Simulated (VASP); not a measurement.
# MgS (P6_3mc) in VASP: further runs

Runs on MgS. Level: LDA. Tasks: single point.

All numbers are computed with VASP 6.6.1; they aren't measurements. Logs are shortened: lines on timing, memory, paths and dates and some standing lists are left out, and cuts for length are marked.

## 1. The cell of the first run

Symmetry: P6_3mc, No. 186, hexagonal system. The conventional cell has a = 3.924 Å, b = 3.924 Å, c = 6.256 Å, α = 90.00°, β = 90.00°, γ = 120.00°. Mg (site symmetry 3m) has 4 S at 2.38 to 2.40 Å within 3.1 Å. S (site symmetry 3m) has 4 Mg at 2.38 to 2.40 Å within 3.1 Å.

## 2. Single point, LDA

The input, INCAR:

```
PREC = Accurate
ENCUT = 520
EDIFF = 1E-6
ISMEAR = 0
SIGMA = 0.01
LREAL = F
LASPH = T
NELM = 60
ALGO = Normal
ISIF = 2
LWAVE = F
LCHARG = T
LELF = T
LVHAR = T
NBANDS = 16
```

The input, KPOINTS:

```
regular mesh
0
Gamma
  6 6 4
```

The input, POSCAR:

```
MgS
1.0
    3.9240282752      0.0000000000      0.0000000000
   -1.9620141376      3.3983080289      0.0000000000
    0.0000000000      0.0000000000      6.2559772714
Mg S
2 2
Direct
    0.6666666667      0.3333333333      0.4957550000
    0.3333333333      0.6666666667      0.9957550000
    0.3333333333      0.6666666667      0.3792440000
    0.6666666667      0.3333333333      0.8792440000
```

Potentials or basis: VASP PAW LDA potentials, release 64 (Mg, S).

Launch:

```
> cat potpaw_LDA.64/Mg/POTCAR potpaw_LDA.64/S/POTCAR > POTCAR
> mpirun -np 1 vasp_std > vasp.out
```

OUTCAR:

```text
PREC = Accurate
   ENCUT = 520
   EDIFF = 1E-6
   ISMEAR = 0
   LREAL = F
   LASPH = T
   NELM = 60
   ISIF = 2

 ion  position               nearest neighbor table
   1  0.667  0.333  0.496-   3 2.38   3 2.38   3 2.38   4 2.40
   2  0.333  0.667  0.996-   4 2.38   4 2.38   4 2.38   3 2.40
   3  0.333  0.667  0.379-   1 2.38   1 2.38   1 2.38   2 2.40
   4  0.667  0.333  0.879-   2 2.38   2 2.38   2 2.38   1 2.40

  LATTYP: Found a hexagonal cell.
 ALAT       =     3.9240282752
 C/A-ratio  =     1.5942742592

  Lattice vectors:

 A1 = (   3.9240282752,   0.0000000000,   0.0000000000)
 A2 = (  -1.9620141376,   3.3983080289,   0.0000000000)
 A3 = (   0.0000000000,   0.0000000000,   6.2559772714)

Analysis of symmetry for initial positions (statically):
=====================================================================
 Subroutine PRICEL returns:
 Original cell was already a primitive cell.

 Routine SETGRP: Setting up the symmetry group for a
 hexagonal supercell.

 Subroutine GETGRP returns: Found 12 space group operations
 (whereof  6 operations were pure point group operations)
 out of a pool of 24 trial point group operations.

The static configuration has the point symmetry C_3v.
 The point group associated with its full space group is C_6v.

Analysis of symmetry for dynamics (positions and initial velocities):
=====================================================================
 Subroutine PRICEL returns:
 Original cell was already a primitive cell.

 Routine SETGRP: Setting up the symmetry group for a
 hexagonal supercell.

 Subroutine GETGRP returns: Found 12 space group operations
 (whereof  6 operations were pure point group operations)
 out of a pool of 24 trial point group operations.

The dynamic configuration has the point symmetry C_3v.
 The point group associated with its full space group is C_6v.

 Subroutine INISYM returns: Found 12 space group operations
 (whereof  6 operations are pure point group operations),
 and found     1 'primitive' translations

----------------------------------------------------------------------------------------

                                     Primitive cell

  volume of cell :      83.4238

  direct lattice vectors                    reciprocal lattice vectors
     3.924028275  0.000000000  0.000000000     0.254840162  0.147132042  0.000000000
    -1.962014138  3.398308029  0.000000000     0.000000000  0.294264084  0.000000000
     0.000000000  0.000000000  6.255977271     0.000000000  0.000000000  0.159847128

  length of vectors
     3.924028275  3.924028152  6.255977271     0.294264075  0.294264084  0.159847128

  position of ions in fractional coordinates (direct lattice)
     0.666666667  0.333333333  0.495755000
     0.333333333  0.666666667  0.995755000
     0.333333333  0.666666667  0.379244000
     0.666666667  0.333333333  0.879244000

  ion indices of the primitive-cell ions
   primitive index   ion index
                 1           1
                 2           2
                 3           3
                 4           4

----------------------------------------------------------------------------------------

 KPOINTS: regular mesh

Automatic generation of k-mesh.
 Grid dimensions read from file:
 generate k-points for:    6    6    4

 Generating k-lattice:

  Cartesian coordinates                     Fractional coordinates (reciprocal lattice)
     0.042473360  0.024522007  0.000000000     0.166666667  0.000000000  0.000000000
     0.000000000  0.049044014  0.000000000     0.000000000  0.166666667  0.000000000
     0.000000000  0.000000000  0.039961782     0.000000000  0.000000000  0.250000000

  Length of vectors
     0.049044012  0.049044014  0.039961782

  Shift w.r.t. Gamma in fractional coordinates (k-lattice)
     0.000000000  0.000000000  0.000000000

 Subroutine IBZKPT returns following result:
 ===========================================

 Found     21 irreducible k-points:

 Following reciprocal coordinates:
            Coordinates               Weight
  0.000000  0.000000  0.000000      1.000000
  0.166667  0.000000  0.000000      6.000000
  0.333333  0.000000  0.000000      6.000000
  0.500000  0.000000  0.000000      3.000000
  0.166667  0.166667  0.000000      6.000000
  0.333333  0.166667  0.000000     12.000000
[... 13 lines left out ...]
  0.333333  0.166667  0.500000     12.000000
  0.333333  0.333333  0.500000      2.000000
   k-points           NKPTS =     21   k-points in BZ     NKDIM =     21   number of bands    NBANDS=     16
   number of dos      NEDOS =    301   number of ions     NIONS =      4
   total plane-waves  NPLWV =  43200
   dimension x,y,z NGX =    30 NGY =   30 NGZ =   48
   dimension x,y,z NGXF=    60 NGYF=   60 NGZF=   96
   ions per type =               2   2
   NGX,Y,Z   is equivalent  to a cutoff of  12.71, 12.71, 12.76 a.u.
   NGXF,Y,Z  is equivalent  to a cutoff of  25.42, 25.42, 25.51 a.u.
 SYSTEM =  unknown system
   PREC   = accura    normal or accurate (medium, high low for compatibility)
   ISTART =      0    job   : 0-new  1-cont  2-samecut
   ICHARG =      2    charge: 1-file 2-atom 10-const
   ISPIN  =      1    spin polarized calculation?
   LNONCOLLINEAR =      F non collinear calculations
   LSORBIT =      F    spin-orbit coupling
   LASPH  =      T    aspherical Exc in radial PAW
   ENCUT  =  520.0 eV  38.22 Ry    6.18 a.u.   7.30  7.30 11.63*2*pi/ulx,y,z
   NELM   =     60;   NELMIN=  2; NELMDL= -5     # of ELM steps
   EDIFF  = 0.1E-05   stopping-criterion for ELM
   LREAL  =      F    real-space projection
   EDIFFG = 0.1E-04   stopping-criterion for IOM
   NSW    =      0    number of steps for IOM
   IBRION =     -1    ionic relax: 0-MD 1-quasi-New 2-CG
   NFREE  =      0    steps in history (QN), initial steepest desc. (CG)
   ISIF   =      2    stress and relaxation
   ISYM   =      2    0-nonsym 1-usesym 2-fastsym
   POTIM  = 0.5000    time-step for ionic-motion
   TEBEG  =    0.0;   TEEND  =   0.0 temperature during run
   PSTRESS=    0.0 pullay stress
   NELECT =      16.0000    total number of electrons
   NUPDOWN=      -1.0000    fix difference up-down
   EMIN   =  10.00;   EMAX   =-10.00  energy-range for DOS
   EFERMI =   0.00;   METHOD = LEGACY
   ISMEAR =     0;   SIGMA  =   0.01  broadening in eV -4-tet -1-fermi 0-gaus
   EFERMI_NEDOS =   21; number of points for ismear=-14 and -15
   IALGO  =     38    algorithm
   IMIX   =      4    mixing-type and parameters
     AMIX     =   0.40;   BMIX     =  1.00
     AMIX_MAG =   1.60;   BMIX_MAG =  1.00
  volume/ion in A,a.u.               =      20.86       140.74
  Fermi-wavevector in a.u.,A,eV,Ry     =   0.944100  1.784091 12.127219  0.891325
  Thomas-Fermi vector in A             =   2.071872
   LORBIT       =      0    0 simple, 1 ext, 2 COOP (PROOUT), +10 PAW based schemes
   GGA     = CA    functional components
   LHFCALC =     F    Hartree Fock is set to
   AEXX    =    0.0000 exact exchange contribution
   IVDW    =     0    specifies the selected vdW correction
   LEPSILON=     F    determine dielectric tensor
   LRPA    =     F    only Hartree local field effects (RPA)
 non-spin polarized calculation
 Gauss-broadening in eV      SIGMA  =   0.01
  energy-cutoff  :      520.00
  volume of cell :       83.42
 maximum number of plane-waves:      2297
 NGX is ok and might be reduce to    30
   NGX = 15   NGY = 15   NGZ = 23

 number of electron      15.9999996 magnetization

 Free energy of the ion-electron system (eV)
  ---------------------------------------------------
  ext. energy  EPLUGINS =         0.00000000
  ---------------------------------------------------
  free energy    TOTEN  =       -18.79059985 eV

  energy without entropy =      -18.79059985  energy(sigma->0) =      -18.79059985

 E-fermi :   1.6564     XC(G=0):  -9.0784

 val. band max:        1.5940310819   @ k =   0.0000   0.0000   0.0000
 cond. band min:       5.1775962182   @ k =   0.0000   0.0000   0.0000
 fundamental gap:      3.5835651363
 Fermi energy:         1.6564270605

 k-point     1 :       0.0000    0.0000    0.0000
  band No.  band energies     occupation
      1     -10.0980      2.00000
      2      -9.2020      2.00000
      3      -2.0235      2.00000
      4       0.9515      2.00000
      5       0.9515      2.00000
      6       1.4166      2.00000
[... 8 lines left out ...]
     15      10.1328      0.00000
     16      10.8656      0.00000

 k-point     2 :       0.1667    0.0000    0.0000
  band No.  band energies     occupation
      1      -9.9387      2.00000
      2      -9.1237      2.00000
      3      -1.7867      2.00000
      4       0.0881      2.00000
      5       0.5547      2.00000
      6       0.7156      2.00000
[... 8 lines left out ...]
     15      10.2385      0.00000
     16      10.3364      0.00000

 k-point     3 :       0.3333    0.0000    0.0000
  band No.  band energies     occupation
      1      -9.5536      2.00000
      2      -8.9921      2.00000
      3      -1.2961      2.00000
      4      -1.0683      2.00000
      5      -0.6124      2.00000
      6       0.3493      2.00000
[... 8 lines left out ...]
     15      10.4029      0.00000
     16      11.7984      0.00000

 k-point     4 :       0.5000    0.0000    0.0000
  band No.  band energies     occupation
      1      -9.2806      2.00000
      2      -8.9817      2.00000
      3      -1.7785      2.00000
      4      -1.1207      2.00000
      5      -0.5328      2.00000
      6       0.1950      2.00000
[... 8 lines left out ...]
     15      10.7507      0.00000
     16      12.8636      0.00000
[... 267 lines left out ...]
 k-point    19 :       0.1667    0.1667    0.5000
  band No.  band energies     occupation
      1      -9.3590      2.00000
      2      -9.3590      2.00000
      3      -1.1423      2.00000
      4      -1.1423      2.00000
      5       0.4120      2.00000
      6       0.4120      2.00000
[... 8 lines left out ...]
     15      10.5768      0.00000
     16      10.5768      0.00000

 k-point    20 :       0.3333    0.1667    0.5000
  band No.  band energies     occupation
      1      -9.1299      2.00000
      2      -9.1299      2.00000
      3      -1.6564      2.00000
      4      -1.6564      2.00000
      5      -0.0539      2.00000
      6      -0.0539      2.00000
[... 8 lines left out ...]
     15      11.1439      0.00000
     16      11.1439      0.00000

 k-point    21 :       0.3333    0.3333    0.5000
  band No.  band energies     occupation
      1      -9.0505      2.00000
      2      -9.0505      2.00000
      3      -1.5178      2.00000
      4      -1.5178      2.00000
      5      -0.7023      2.00000
      6      -0.7023      2.00000
[... 8 lines left out ...]
     15      10.8485      0.00000
     16      10.8485      0.00000

------------------------ aborting loop because EDIFF is reached ----------------------------------------

  FORCE on cell =-STRESS in cart. coord.  units (eV):
  Direction    XX          YY          ZZ          XY          YZ          ZX
  --------------------------------------------------------------------------------------
  -------------------------------------------------------------------------------------
  Total        1.5929089      1.5929088      1.2928099      0.0000000      0.0000000      0.0000000
  in kB       30.5922557     30.5922532     24.8287714      0.0000000      0.0000000      0.0000000
  external PRESSURE =      28.6710934 kB  Pullay stress =       0.0000000 kB

 VOLUME and BASIS-vectors are now :
 -----------------------------------------------------------------------------
  energy-cutoff  :      520.00
  volume of cell :       83.42
      direct lattice vectors                 reciprocal lattice vectors
     3.924028275  0.000000000  0.000000000     0.254840162  0.147132042  0.000000000
    -1.962014138  3.398308029  0.000000000     0.000000000  0.294264084  0.000000000
     0.000000000  0.000000000  6.255977271     0.000000000  0.000000000  0.159847128

 POSITION                                       TOTAL-FORCE (eV/Angst)
 -----------------------------------------------------------------------------------
      1.96201      1.13277      3.10143        -0.000000      0.000000      0.044507
     -0.00000      2.26554      6.22942         0.000000      0.000000      0.044507
     -0.00000      2.26554      2.37254         0.000000      0.000000     -0.044507
      1.96201      1.13277      5.50053        -0.000000     -0.000000     -0.044507
 -----------------------------------------------------------------------------------
    total drift:                               -0.000000      0.000000     -0.000757

  FREE ENERGIE OF THE ION-ELECTRON SYSTEM (eV)
  ---------------------------------------------------
  free  energy   TOTEN  =       -18.7905998520 eV

  energy  without entropy=      -18.7905998520  energy(sigma->0) =      -18.79059985
```

It took 11 s on 1 thread of Intel Xeon 6975P-C (Granite Rapids), shared host; peak memory 0.17 GiB.

Results:

* Free energy: -18.7906 eV
* Pressure: 2.9 GPa
* Largest force: 0.045 eV/Å
* Band gap on the k mesh: 3.58 eV, direct

Forces on the atoms (eV/Å):
```
Mg   0.000  0.000  0.045
Mg   0.000  0.000  0.045
S    0.000  0.000 -0.045
S    0.000  0.000 -0.045
```

Levels at points of the mesh, in eV from the valence-band top:
```csv
k point,band 5,band 6,band 7,band 8,band 9,band 10,band 11,band 12
"(0.00, 0.00, 0.00)",-0.64,-0.18,-0.18,0.00,3.58,4.70,7.43,7.43
"(0.50, 0.00, 0.00)",-2.13,-1.40,-1.08,-0.52,4.50,5.03,5.85,7.40
"(0.00, 0.00, 0.50)",-0.42,-0.42,-0.42,-0.42,5.04,5.04,7.58,7.58
"(0.50, 0.00, 0.50)",-1.01,-1.01,-0.91,-0.91,4.47,4.47,6.21,6.21
```

## 3. Single point, LDA

This run uses another cell than the first one, of 22.06 Å³/atom, 1.058 times its volume.

The input, INCAR:

```
ALGO     = Normal         # electronic algorithm
EDIFF    = 1E-7           # SCF threshold, eV
ENCUT    = 520            # plane-wave cutoff, eV
ISIF     = 2              # what is computed and relaxed
ISMEAR   = 0              # smearing method
LASPH    = T              # aspherical terms in the spheres
LCHARG   = T              # write CHGCAR
LELF     = T              # ELF
LREAL    = F              # projectors in reciprocal space
LVHAR    = T            
LWAVE    = F              # write WAVECAR
NBANDS   = 16             # bands
NELM     = 60             # most SCF steps
PREC     = Accurate       # precision mode
SIGMA    = 0.01           # smearing width, eV
```

The input, KPOINTS:

```
k-points
0
Gamma
  6 6 4
```

The input, POSCAR:

```
MgS
1.0
    3.9984351000      0.0000000000      0.0000000000
   -1.9992175500      3.4627462266      0.0000000000
    0.0000000000      0.0000000000      6.3746021568
Mg S
2 2
Direct
    0.6666666667      0.3333333333      0.4957550000
    0.3333333333      0.6666666667      0.9957550000
    0.3333333333      0.6666666667      0.3792440000
    0.6666666667      0.3333333333      0.8792440000
```

Potentials or basis: VASP PAW LDA potentials, release 64 (Mg, S).

Launch:

```
> cat potpaw_LDA.64/Mg/POTCAR potpaw_LDA.64/S/POTCAR > POTCAR
> mpirun -np 1 vasp_std > vasp.out
```

It took 12 s on 1 thread of Intel Xeon 6975P-C (Granite Rapids), shared host; peak memory 0.17 GiB.

Results (log left out):

| Property | Result |
| --- | --- |
| Free energy | -18.8190 eV |
| Pressure | -0.9 GPa |
| Largest force | 0.051 eV/Å |
| Band gap on the k mesh | 3.29 eV, direct |

Forces on the atoms (eV/Å):
```
Mg   0.000  0.000  0.051
Mg   0.000  0.000  0.051
S    0.000  0.000 -0.051
S    0.000  0.000 -0.051
```

Stress tensor (GPa, compression positive):
```
-0.77  0.00  0.00
 0.00 -0.77  0.00
 0.00  0.00 -1.07
```

Levels at points of the mesh, in eV from the valence-band top:
```tsv
k point	band 4	band 5	band 6	band 7	band 8	band 9	band 10	band 11	band 12	band 13
(0.00, 0.00, 0.00)	-0.61	-0.61	-0.17	-0.17	0.00	3.29	4.52	7.33	7.33	8.10
(0.50, 0.00, 0.00)	-2.58	-1.99	-1.32	-1.00	-0.50	4.49	5.00	5.66	7.34	8.20
(0.00, 0.00, 0.50)	-2.02	-0.39	-0.39	-0.39	-0.39	4.78	4.78	7.48	7.48	7.48
(0.50, 0.00, 0.50)	-3.29	-0.95	-0.95	-0.85	-0.85	4.43	4.43	6.13	6.13	9.13
```

Expect the measured gap to be larger: semilocal functionals such as LDA lack the derivative discontinuity.

## 4. Single point, LDA

This run uses another cell than the first one, of 23.27 Å³/atom, 1.116 times its volume.

The input, INCAR:

```
PREC = Accurate
ENCUT = 520
EDIFF = 1E-6
ISMEAR = 0
SIGMA = 0.01
LREAL = False
LASPH = True
NELM = 60
ALGO = Normal
ISIF = 2
LWAVE = False
LCHARG = False
NBANDS = 16
```

The input, KPOINTS:

```
regular mesh
0
Gamma
  6 6 4
```

The input, POSCAR:

```
MgS
1.0
    4.0701711621      0.0000000000      0.0000000000
   -2.0350855811      3.5248714762      0.0000000000
    0.0000000000      0.0000000000      6.4889691141
Mg S
2 2
Direct
    0.6666666667      0.3333333333      0.4957550000
    0.3333333333      0.6666666667      0.9957550000
    0.3333333333      0.6666666667      0.3792440000
    0.6666666667      0.3333333333      0.8792440000
```

Launch:

```
> cat potpaw_LDA.64/Mg/POTCAR potpaw_LDA.64/S/POTCAR > POTCAR
> mpirun -np 1 vasp_std > vasp.out
```

It took 11 s on 1 thread of Intel Xeon 6975P-C (Granite Rapids), shared host; peak memory 0.18 GiB.

The run converged. Its results:

```yaml
Free_energy: -18.7489 eV
Pressure: -3.7 GPa
Largest_force: 0.055 eV/Å
Band_gap_on_the_k_mesh: 3.03 eV, direct
```

Forces on the atoms (eV/Å):
```
Mg   0.000  0.000  0.055
Mg   0.000  0.000  0.055
S    0.000  0.000 -0.055
S    0.000  0.000 -0.055
```

Stress tensor (GPa, compression positive):
```
-3.68  0.00  0.00
 0.00 -3.68  0.00
 0.00  0.00 -3.77
```

Levels at points of the mesh, in eV from the valence-band top:
```tsv
k point	band 6	band 7	band 8	band 9	band 10	band 11
(0.00, 0.00, 0.00)	-0.16	-0.16	0.00	3.03	4.34	7.23
(0.50, 0.00, 0.00)	-1.24	-0.93	-0.47	4.47	4.96	5.49
(0.00, 0.00, 0.50)	-0.37	-0.37	-0.37	4.54	4.54	7.29
(0.50, 0.00, 0.50)	-0.89	-0.80	-0.80	4.38	4.38	6.04
```

## 5. Overview

```csv
cell,gap on the mesh (eV),pressure (GPa),largest force (eV/Å)
"a = 3.924, b = 3.924, c = 6.256 Å, angles 90.0, 90.0, 120.0°, 4 atoms",3.58,2.9,0.04
"a = 3.998, b = 3.998, c = 6.375 Å, angles 90.0, 90.0, 120.0°, 4 atoms",3.29,-0.9,0.05
"a = 4.070, b = 4.070, c = 6.489 Å, angles 90.0, 90.0, 120.0°, 4 atoms",3.03,-3.7,0.06
```

Alike in all rows: task single point; level LDA; potentials or basis VASP PAW LDA potentials, release 64 (Mg, S); no spin polarisation; k mesh 6 × 6 × 4; cutoff (eV) 520; smearing gaussian 0.01 eV.

Total energies depend on the potentials used, so only differences within one code and one set of settings carry meaning.
